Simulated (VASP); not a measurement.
# Pd (Fd-3m) in VASP: further runs

Runs on Pd. Level: PBE. Tasks: single point.

Everything below comes from runs of VASP 6.6.1. Logs are shortened: lines on timing, memory, paths and dates and some standing lists are left out, and cuts for length are marked.

## 1. The cell of the first run

Symmetry: Fd-3m, No. 227, cubic system. Conventional cell: a = 5.730 Å, b = 5.730 Å, c = 5.730 Å, α = 90.00°, β = 90.00°, γ = 90.00°. Pd (site symmetry -43m) has 4 Pd at 2.48 Å within 3.3 Å.

This isn't the form of Pd at room conditions, which is fcc.

## 2. Single point, PBE, collinear spin (23.52 Å³/atom)

The input, INCAR:

```
PREC = Accurate
ENCUT = 520
EDIFF = 1E-6
ISMEAR = -1
SIGMA = 0.05
LREAL = F
LASPH = T
NELM = 150
ALGO = Normal
ISIF = 2
LWAVE = F
LCHARG = F
ISPIN = 2
MAGMOM = 0.458 0.458
LORBIT = 11
LMAXMIX = 4
GGA = PE
NBANDS = 21
```

The input, KPOINTS:

```
regular mesh
0
Gamma
  15 15 15
```

The input, POSCAR:

```
Pd
1.0
    0.0000000000      2.8649925802      2.8649925802
    2.8649925802      0.0000000000      2.8649925802
    2.8649925802      2.8649925802      0.0000000000
Pd
2
Direct
    0.1250000000      0.1250000000      0.1250000000
    0.8750000000      0.8750000000      0.8750000000
```

Potentials or basis: VASP PAW PBE potentials, release 64 (Pd).

Command:

```sh
> cat potpaw_PBE.64/Pd/POTCAR > POTCAR
> mpirun -np 1 vasp_std > vasp.out
```

OUTCAR:

```text
PREC = Accurate
   ENCUT = 520
   EDIFF = 1E-6
   ISMEAR = -1
   LREAL = F
   LASPH = T
   NELM = 150
   ISIF = 2
   ISPIN = 2
   LORBIT = 11
   GGA = PE

 ion  position               nearest neighbor table
   1  0.125  0.125  0.125-   2 2.48   2 2.48   2 2.48   2 2.48
   2  0.875  0.875  0.875-   1 2.48   1 2.48   1 2.48   1 2.48

  LATTYP: Found a face centered cubic cell.
 ALAT       =     5.7299851604

  Lattice vectors:

 A1 = (   0.0000000000,   2.8649925802,   2.8649925802)
 A2 = (   2.8649925802,   0.0000000000,   2.8649925802)
 A3 = (   2.8649925802,   2.8649925802,   0.0000000000)

Analysis of symmetry for initial positions (statically):
=====================================================================
 Subroutine PRICEL returns:
 Original cell was already a primitive cell.

 Routine SETGRP: Setting up the symmetry group for a
 face centered cubic supercell.

 Subroutine GETGRP returns: Found 48 space group operations
 (whereof 12 operations were pure point group operations)
 out of a pool of 48 trial point group operations.

The static configuration has the point symmetry D_3d.
 The point group associated with its full space group is O_h .

Analysis of symmetry for dynamics (positions and initial velocities):
=====================================================================
 Subroutine PRICEL returns:
 Original cell was already a primitive cell.

 Routine SETGRP: Setting up the symmetry group for a
 face centered cubic supercell.

 Subroutine GETGRP returns: Found 48 space group operations
 (whereof 12 operations were pure point group operations)
 out of a pool of 48 trial point group operations.

The dynamic configuration has the point symmetry D_3d.
 The point group associated with its full space group is O_h .

Analysis of structural, dynamic, and magnetic symmetry:
=====================================================================
 Subroutine PRICEL returns:
 Original cell was already a primitive cell.

 Routine SETGRP: Setting up the symmetry group for a
 face centered cubic supercell.

 Subroutine GETGRP returns: Found 48 space group operations
 (whereof 12 operations were pure point group operations)
 out of a pool of 48 trial point group operations.

The overall configuration has the point symmetry D_3d.
 The point group associated with its full space group is O_h .

 Subroutine INISYM returns: Found 48 space group operations
 (whereof 12 operations are pure point group operations),
 and found     1 'primitive' translations

----------------------------------------------------------------------------------------

                                     Primitive cell

  volume of cell :      47.0328

  direct lattice vectors                    reciprocal lattice vectors
     0.000000000  2.864992580  2.864992580    -0.174520522  0.174520522  0.174520522
     2.864992580  0.000000000  2.864992580     0.174520522 -0.174520522  0.174520522
     2.864992580  2.864992580  0.000000000     0.174520522  0.174520522 -0.174520522

  length of vectors
     4.051711363  4.051711363  4.051711363     0.302278411  0.302278411  0.302278411

  position of ions in fractional coordinates (direct lattice)
     0.125000000  0.125000000  0.125000000
     0.875000000  0.875000000  0.875000000

  ion indices of the primitive-cell ions
   primitive index   ion index
                 1           1
                 2           2

----------------------------------------------------------------------------------------

 KPOINTS: regular mesh

Automatic generation of k-mesh.
 Grid dimensions read from file:
 generate k-points for:   15   15   15

 Generating k-lattice:

  Cartesian coordinates                     Fractional coordinates (reciprocal lattice)
    -0.011634701  0.011634701  0.011634701     0.066666667  0.000000000  0.000000000
     0.011634701 -0.011634701  0.011634701     0.000000000  0.066666667  0.000000000
     0.011634701  0.011634701 -0.011634701     0.000000000  0.000000000  0.066666667

  Length of vectors
     0.020151894  0.020151894  0.020151894

  Shift w.r.t. Gamma in fractional coordinates (k-lattice)
     0.000000000  0.000000000  0.000000000

 Subroutine IBZKPT returns following result:
 ===========================================

 Found    120 irreducible k-points:

 Following reciprocal coordinates:
            Coordinates               Weight
  0.000000  0.000000  0.000000      1.000000
  0.066667  0.000000  0.000000      8.000000
  0.133333  0.000000  0.000000      8.000000
  0.200000  0.000000  0.000000      8.000000
  0.266667  0.000000  0.000000      8.000000
  0.333333  0.000000  0.000000      8.000000
[... 16 lines left out ...]
  0.133333  0.133333  0.000000      6.000000
  0.200000  0.133333  0.000000     24.000000
 [... further k-points ...]
   k-points           NKPTS =    120   k-points in BZ     NKDIM =    120   number of bands    NBANDS=     21
   number of dos      NEDOS =    301   number of ions     NIONS =      2
   total plane-waves  NPLWV =  27000
   dimension x,y,z NGX =    30 NGY =   30 NGZ =   30
   dimension x,y,z NGXF=    60 NGYF=   60 NGZF=   60
   ions per type =               2
   NGX,Y,Z   is equivalent  to a cutoff of  12.31, 12.31, 12.31 a.u.
   NGXF,Y,Z  is equivalent  to a cutoff of  24.62, 24.62, 24.62 a.u.
 SYSTEM =  unknown system
   PREC   = accura    normal or accurate (medium, high low for compatibility)
   ISTART =      0    job   : 0-new  1-cont  2-samecut
   ICHARG =      2    charge: 1-file 2-atom 10-const
   ISPIN  =      2    spin polarized calculation?
   LNONCOLLINEAR =      F non collinear calculations
   LSORBIT =      F    spin-orbit coupling
   LASPH  =      T    aspherical Exc in radial PAW
   ENCUT  =  520.0 eV  38.22 Ry    6.18 a.u.   7.53  7.53  7.53*2*pi/ulx,y,z
   NELM   =    150;   NELMIN=  2; NELMDL= -5     # of ELM steps
   EDIFF  = 0.1E-05   stopping-criterion for ELM
   LREAL  =      F    real-space projection
   EDIFFG = 0.1E-04   stopping-criterion for IOM
   NSW    =      0    number of steps for IOM
   IBRION =     -1    ionic relax: 0-MD 1-quasi-New 2-CG
   NFREE  =      0    steps in history (QN), initial steepest desc. (CG)
   ISIF   =      2    stress and relaxation
   ISYM   =      2    0-nonsym 1-usesym 2-fastsym
   POTIM  = 0.5000    time-step for ionic-motion
   TEBEG  =    0.0;   TEEND  =   0.0 temperature during run
   PSTRESS=    0.0 pullay stress
   NELECT =      20.0000    total number of electrons
   NUPDOWN=      -1.0000    fix difference up-down
   EMIN   =  10.00;   EMAX   =-10.00  energy-range for DOS
   EFERMI =   0.00;   METHOD = LEGACY
   ISMEAR =    -1;   SIGMA  =   0.05  broadening in eV -4-tet -1-fermi 0-gaus
   EFERMI_NEDOS =   21; number of points for ismear=-14 and -15
   IALGO  =     38    algorithm
   IMIX   =      4    mixing-type and parameters
     AMIX     =   0.40;   BMIX     =  1.00
     AMIX_MAG =   1.60;   BMIX_MAG =  1.00
  volume/ion in A,a.u.               =      23.52       158.70
  Fermi-wavevector in a.u.,A,eV,Ry     =   1.231075  2.326395 20.620265  1.515547
  Thomas-Fermi vector in A             =   2.365899
   LORBIT       =     11    0 simple, 1 ext, 2 COOP (PROOUT), +10 PAW based schemes
   GGA     = PE    functional components
   LHFCALC =     F    Hartree Fock is set to
   AEXX    =    0.0000 exact exchange contribution
   IVDW    =     0    specifies the selected vdW correction
   LEPSILON=     F    determine dielectric tensor
   LRPA    =     F    only Hartree local field effects (RPA)
 spin polarized calculation
  energy-cutoff  :      520.00
  volume of cell :       47.03
 maximum number of plane-waves:      1295
 NGX is ok and might be reduce to    30
   NGX = 15   NGY = 15   NGZ = 15

 number of electron      19.9999996 magnetization       0.9595171

 Free energy of the ion-electron system (eV)
  ---------------------------------------------------
  ext. energy  EPLUGINS =         0.00000000
  ---------------------------------------------------
  free energy    TOTEN  =        -8.19031736 eV

  energy without entropy =       -8.15475569  energy(sigma->0) =       -8.17253653

 E-fermi :   4.3658     XC(G=0): -10.1357

 val. band max:        4.3650455942   @ k =  -0.0667   0.0667   0.0000
 cond. band min:       4.3664294504   @ k =   0.4667   0.2667   0.0667
 fundamental gap:      0.0013838562
 Fermi energy:         4.3658315865

 spin component 1

 k-point     1 :       0.0000    0.0000    0.0000
  band No.  band energies     occupation
      1      -0.3743      1.00000
      2       0.6959      1.00000
      3       0.6959      1.00000
      4       0.8254      1.00000
      5       0.8254      1.00000
      6       0.8254      1.00000
[... 13 lines left out ...]
     20      18.5688      0.00000
     21      18.5688      0.00000
[... 529 lines left out ...]
 k-point    24 :       0.2000    0.1333    0.0000
  band No.  band energies     occupation
      1       0.1957      1.00000
      2       0.3347      1.00000
      3       0.7628      1.00000
      4       0.8162      1.00000
      5       0.9437      1.00000
      6       1.3285      1.00000
[... 13 lines left out ...]
     20      20.0403      0.00000
     21      20.0792      0.00000

 [... further k-points ...]

 spin component 2

 k-point     1 :       0.0000    0.0000    0.0000
  band No.  band energies     occupation
      1      -0.3189      1.00000
      2       0.9769      1.00000
      3       0.9769      1.00000
      4       1.1342      1.00000
      5       1.1342      1.00000
      6       1.1342      1.00000
[... 13 lines left out ...]
     20      18.6219      0.00000
     21      18.6219      0.00000
[... 529 lines left out ...]
 k-point    24 :       0.2000    0.1333    0.0000
  band No.  band energies     occupation
      1       0.2574      1.00000
      2       0.6200      1.00000
      3       1.0676      1.00000
      4       1.1281      1.00000
      5       1.2382      1.00000
      6       1.6291      1.00000
[... 13 lines left out ...]
     20      20.1319      0.00000
     21      20.1921      0.00000

 [... further k-points ...]
[... 5 lines left out ...]
  --------------------------------------------------------------------------------------
  -------------------------------------------------------------------------------------
  Total        0.7859324      0.7859324      0.7859324      0.0000000     -0.0000000     -0.0000000
  in kB       26.7728917     26.7728917     26.7728917      0.0000000     -0.0000000     -0.0000000
  external PRESSURE =      26.7728917 kB  Pullay stress =       0.0000000 kB

 VOLUME and BASIS-vectors are now :
 -----------------------------------------------------------------------------
  energy-cutoff  :      520.00
  volume of cell :       47.03
      direct lattice vectors                 reciprocal lattice vectors
     0.000000000  2.864992580  2.864992580    -0.174520522  0.174520522  0.174520522
     2.864992580  0.000000000  2.864992580     0.174520522 -0.174520522  0.174520522
     2.864992580  2.864992580  0.000000000     0.174520522  0.174520522 -0.174520522

 POSITION                                       TOTAL-FORCE (eV/Angst)
 -----------------------------------------------------------------------------------
      0.71625      0.71625      0.71625         0.000000     -0.000000     -0.000000
      5.01374      5.01374      5.01374        -0.000000      0.000000      0.000000
 -----------------------------------------------------------------------------------
    total drift:                               -0.000000      0.000000      0.000000

  FREE ENERGIE OF THE ION-ELECTRON SYSTEM (eV)
  ---------------------------------------------------
  free  energy   TOTEN  =        -8.1903173619 eV

  energy  without entropy=       -8.1547556941  energy(sigma->0) =       -8.17253653

 total charge

# of ion       s       p       d       tot
------------------------------------------
    1        0.508   0.317   8.520   9.345
    2        0.508   0.317   8.520   9.345
--------------------------------------------------
tot          1.017   0.635  17.039  18.691

 magnetization (x)

# of ion       s       p       d       tot
------------------------------------------
    1       -0.005  -0.001   0.474   0.468
    2       -0.005  -0.001   0.474   0.468
--------------------------------------------------
tot         -0.010  -0.002   0.948   0.936
```

Wall time 2.4 min (1 thread of Intel Xeon Platinum 8488C (Sapphire Rapids), shared host); peak memory 0.3 GiB.

Results:

```
Free energy                                           : -8.1903 eV
Pressure                                              : 2.7 GPa
Net moment                                            : 0.96 μB per cell
Site moments                                          : Pd +0.47 μB
Valence electrons inside the program's atomic spheres : Pd 9.35
```

Levels at points of the mesh, in eV from the Fermi level:
Spin up:
| k point | band 7 | band 8 | band 9 | band 10 | band 11 | band 12 | band 13 | band 14 | band 15 | band 16 |
| --- | --- | --- | --- | --- | --- | --- | --- | --- | --- | --- |
| (0.00, 0.00, 0.00) | -1.61 | -1.61 | -1.61 | -0.40 | -0.40 | 11.78 | 11.78 | 11.78 | 12.20 | 12.20 |
Spin down:
```csv
k point,band 6,band 7,band 8,band 9,band 10,band 11,band 12,band 13,band 14,band 15
"(0.00, 0.00, 0.00)",-3.23,-1.26,-1.26,-1.26,-0.04,-0.04,11.87,11.87,11.87,12.32
```

## 3. Single point, PBE, collinear spin

This run uses another cell than the first one, of 24.50 Å³/atom.

The input, INCAR:

```
SYSTEM = Pd
PREC = Accurate
ENCUT = 520
EDIFF = 1E-7
ISMEAR = -1
SIGMA = 0.05
LREAL = .False.
LASPH = .True.
NELM = 150
ALGO = Normal
ISIF = 2
LWAVE = .False.
LCHARG = .True.
ISPIN = 2
MAGMOM = 0.453 0.453
LORBIT = 11
LMAXMIX = 4
GGA = PE
LELF = .True.
LVHAR = .True.
NBANDS = 21
```

The input, KPOINTS:

```
Automatic mesh
0
Gamma
  15 15 15
  0 0 0
```

The input, POSCAR:

```
Pd
1.0
    0.0000000000      2.9042439314      2.9042439314
    2.9042439314      0.0000000000      2.9042439314
    2.9042439314      2.9042439314      0.0000000000
Pd
2
Direct
    0.1250000000      0.1250000000      0.1250000000
    0.8750000000      0.8750000000      0.8750000000
```

Potentials or basis: VASP PAW PBE potentials, release 64 (Pd).

Command:

```sh
> cat potpaw_PBE.64/Pd/POTCAR > POTCAR
> mpirun -np 1 vasp_std > vasp.out
```

Wall time 2.1 min (1 thread of Intel Xeon Platinum 8488C (Sapphire Rapids), shared host); peak memory 0.32 GiB.

It converged, with:

```yaml
Free_energy: -8.2049 eV
Pressure: -0.3 GPa
Net_moment: 0.94 μB per cell
Site_moments: Pd +0.46 μB
Valence_electrons_inside_the_program's_atomic_spheres: Pd 9.29
```

Levels at points of the mesh, in eV from the Fermi level:
Spin up:
```
           k point  band 9  band 10  band 11  band 12  band 13  band 14
(0.00, 0.00, 0.00)   -1.52    -0.40    -0.40    11.45    11.45    11.45
```
Spin down:
| k point | band 8 | band 9 | band 10 | band 11 | band 12 | band 13 |
| --- | --- | --- | --- | --- | --- | --- |
| (0.00, 0.00, 0.00) | -1.18 | -1.18 | -0.05 | -0.05 | 11.55 | 11.55 |

## 4. Single point, PBE, collinear spin (24.50 Å³/atom)

This run uses another cell than the first one, of 24.50 Å³/atom.

The input, INCAR:

```
SYSTEM = Pd
PREC = Accurate ; ENCUT = 520
EDIFF = 1E-7 ; ISMEAR = -1
SIGMA = 0.05 ; LREAL = .False.
LASPH = .True. ; NELM = 150
ALGO = Normal ; ISIF = 2
LWAVE = .False. ; LCHARG = .False.
ISPIN = 2 ; MAGMOM = 0.458 0.458
LORBIT = 11 ; LMAXMIX = 4
GGA = PE ; NBANDS = 21
```

The input, KPOINTS:

```
regular mesh
0
Gamma
  15 15 15
  0 0 0
```

POSCAR is that of step 3.

Command:

```sh
> cat potpaw_PBE.64/Pd/POTCAR > POTCAR
> mpirun -np 1 vasp_std > vasp.out
```

It took 2 min on 1 thread of Intel Xeon Platinum 8488C (Sapphire Rapids), shared host; peak memory 0.32 GiB.

It converged, with:

```yaml
Free_energy: -8.2049 eV
Pressure: -0.3 GPa
Net_moment: 0.94 μB per cell
Site_moments: Pd +0.46 μB
Valence_electrons_inside_the_program's_atomic_spheres: Pd 9.29
```

Levels at points of the mesh, in eV from the Fermi level:
Spin up:
```
           k point  band 7  band 8  band 9  band 10  band 11  band 12  band 13  band 14  band 15  band 16
(0.00, 0.00, 0.00)   -1.52   -1.52   -1.52    -0.40    -0.40    11.45    11.45    11.45    11.90    11.90
```
Spin down:
| k point | band 6 | band 7 | band 8 | band 9 | band 10 | band 11 | band 12 | band 13 | band 14 | band 15 |
| --- | --- | --- | --- | --- | --- | --- | --- | --- | --- | --- |
| (0.00, 0.00, 0.00) | -3.06 | -1.18 | -1.18 | -1.18 | -0.05 | -0.05 | 11.55 | 11.55 | 11.55 | 12.01 |
